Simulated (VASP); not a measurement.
Write the native input for VASP 6.6.1 that does the following.

```yaml
Task: single point
Functional: PBE
Potentials_or_basis: VASP PAW PBE potentials, release 64 (Zr_sv, Si, O)
Cutoff: 520 eV
k_mesh: 6 × 6 × 6
Occupations: gaussian, width 0.1 eV
Spin: no spin polarisation
Dipole_correction: no
Further_INCAR_settings: ALGO = Normal; EDIFF = 1e-06; NBANDS = 38
```

The structure of ZrSi2O6 lies in POSCAR:

```
ZrSi2O6
1.0
   -1.8162884400      1.8162884400      7.7058592300
    1.8162884400     -1.8162884400      7.7058592300
    1.8162884400      1.8162884400     -7.7058592300
Zr Si O
1 2 6
Direct
    0.0000000000      0.0000000000      0.0000000000
    0.6666666700      0.6666666700      0.0000000000
    0.3333333300      0.3333333300      0.0000000000
    0.7500000000      0.2500000000      0.5000000000
    0.4166666700      0.9166666700      0.5000000000
    0.0833333300      0.5833333300      0.5000000000
    0.9166666700      0.4166666700      0.5000000000
    0.5833333300      0.0833333300      0.5000000000
    0.2500000000      0.7500000000      0.5000000000
```

The input as run:

INCAR

```
SYSTEM = ZrSi2O6
  PREC = Accurate
  ENCUT = 520
  EDIFF = 1E-6
  ISMEAR = 0
  SIGMA = 0.1
  LREAL = .FALSE.
  LASPH = .TRUE.
  NELM = 60
  ALGO = Normal
  ISIF = 2
  LWAVE = .FALSE.
  LCHARG = .FALSE.
  GGA = PE
  NBANDS = 38
```

KPOINTS

```
regular mesh
0
G
  6 6 6
  0 0 0
```

Potentials or basis: VASP PAW PBE potentials, release 64 (Zr_sv, Si, O).

Launch:

```console
$ cat potpaw_PBE.64/Zr_sv/POTCAR potpaw_PBE.64/Si/POTCAR potpaw_PBE.64/O/POTCAR > POTCAR
$ mpirun -np 1 vasp_std > vasp.out
```

It gave:

- Pressure: -27.6 GPa
- Largest force: 1.421 eV/Å
- Band gap on the k mesh: zero (band 28 reaches 5.35 eV, above the bottom of band 29 at 4.80 eV)

Caveat: the k points lie up to 0.41 Å⁻¹ apart; forces of over 1 eV/Å act on the atoms, so gaps and moduli don't describe the material at rest.

Run time: 7.2 min on 1 thread of Intel(R) Xeon(R) Platinum 8488C (Sapphire Rapids), on a shared host, peak memory 0.51 GiB.
